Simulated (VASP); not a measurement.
# SiSbTe2: relaxation of cell and atoms with PBE

Crystal: SiSbTe2.

```
Si Sb Te
1.0
     3.95711    0.00000    0.00000
    -1.97856    3.42696    0.00000
     0.00000    0.00000    8.03660
Si Sb Te
1 1 2
Direct
  0.00000 0.00000 0.50000
  0.00000 0.00000 0.00000
  0.33333 0.66667 0.71564
  0.66667 0.33333 0.28436
```

```
Program                : VASP 6.6.1
Task                   : relaxation of cell and atoms
Functional             : PBE
Potentials or basis    : VASP PAW PBE potentials, release 64 (Si, Sb, Te)
Cutoff                 : 600 eV
k mesh                 : 12 × 12 × 6
Occupations            : gaussian, width 0.1 eV
Spin                   : no spin polarisation
Dipole correction      : no
Further INCAR settings : ALGO = Normal; EDIFF = 1e-06; IBRION = 2; EDIFFG = -0.01; NSW = 100; ISIF = 3
```

```
Relaxed volume                         : 27.26 Å³/atom
Relaxed cell                           : a = 3.949 Å, b = 3.949 Å, c = 8.075 Å, α = 90.00°, β = 90.00°, γ = 120.00°
Space group after relaxing (to 0.05 Å) : P-3m1 (No. 164)
Energy gained by relaxing              : 0.2 meV/atom
Ionic steps                            : 5
Pressure after relaxing                : 0.0 GPa
Largest force after relaxing           : 0.004 eV/Å
```

Forces on the atoms (eV/Å):
```
Si   0.000  0.000  0.000
Sb   0.000  0.000  0.000
Te   0.000  0.000 -0.004
Te   0.000  0.000  0.004
```

The path:
```tsv
step	energy change (eV)	largest force (eV/Å)	pressure (GPa)	volume (Å³)
1	0.0000	0.0536	0.13	108.98
2	-0.0006	0.0297	-0.10	109.34
3	-0.0007	0.0257	-0.14	109.40
4	-0.0009	0.0054	-0.06	109.16
5	-0.0010	0.0036	-0.02	109.05
```

Final structure:
```
Si Sb Te
1.0
     3.94890    0.00000    0.00000
    -1.97445    3.41984    0.00000
     0.00000    0.00000    8.07532
Si Sb Te
1 1 2
Direct
  0.00000 0.00000 0.50000
  0.00000 0.00000 0.00000
  0.33333 0.66667 0.71642
  0.66667 0.33333 0.28358
```

Levels at points of the mesh, in eV from the Fermi level:
```csv
k point,band 6,band 7,band 8,band 9,band 10,band 11,band 12,band 13,band 14
"(0.00, 0.00, 0.00)",-1.40,-1.40,-0.91,-0.91,0.85,1.08,1.25,1.25,2.35
"(0.50, 0.00, 0.00)",-5.23,-3.28,-1.77,-1.50,-1.31,-0.80,-0.34,-0.08,2.83
"(0.00, 0.00, 0.50)",-1.24,-1.24,-1.21,-1.10,-1.10,1.45,1.45,2.02,2.02
"(0.50, 0.00, 0.50)",-4.10,-3.80,-3.54,-3.00,-2.31,0.61,1.30,1.55,1.66
```

It took 2.5 min on 1 thread of Intel(R) Xeon(R) 6975P-C (Granite Rapids), on a shared host, peak memory 0.43 GiB.

Caveat: spin-orbit coupling is left out, which moves the levels of the heavy elements.
